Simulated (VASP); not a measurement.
Set up this calculation in VASP 6.6.1, as the native input.

```
Task                   : single point
Functional             : PBE
Potentials or basis    : VASP PAW PBE potentials, release 64 (Os)
Cutoff                 : 520 eV
k mesh                 : 19 × 19 × 19
Occupations            : fermi-dirac, width 0.1 eV
Spin                   : no spin polarisation
Dipole correction      : no
Further INCAR settings : ALGO = Normal; EDIFF = 1e-06; NBANDS = 10
```

The structure of Os lies in POSCAR:

```
Os
1.0
    1.5204056144      1.5204056144      1.5204056144
   -1.5204056144      1.5204056144      1.5204056144
   -1.5204056144     -1.5204056144      1.5204056144
Os
1
Direct
    0.0000000000      0.0000000000      0.0000000000
```

One way to write it, as run:

INCAR

```
SYSTEM = Os
ALGO = Normal
EDIFF = 1E-6
ENCUT = 520
GGA = PE
ISIF = 2
ISMEAR = -1
LASPH = .TRUE.
LCHARG = .FALSE.
LREAL = .FALSE.
LWAVE = .FALSE.
NBANDS = 10
NELM = 60
PREC = Accurate
SIGMA = 0.1
```

KPOINTS

```
k-points
0
G
  19 19 19
  0 0 0
```

Potentials or basis: VASP PAW PBE potentials, release 64 (Os).

The run is started by

```sh
$ cat potpaw_PBE.64/Os/POTCAR > POTCAR
$ mpirun -np 1 vasp_std > vasp.out
```

Results of the run:

```
Pressure               : 20.6 GPa
Band gap on the k mesh : zero (band 4 reaches 12.03 eV, above the bottom of band 5 at 7.28 eV)
```

Caveat: spin-orbit coupling is left out, which moves the levels of the heavy elements.

It took 8.9 s on 1 thread of Intel(R) Xeon(R) 6975P-C (Granite Rapids), on a shared host, peak memory 0.15 GiB.
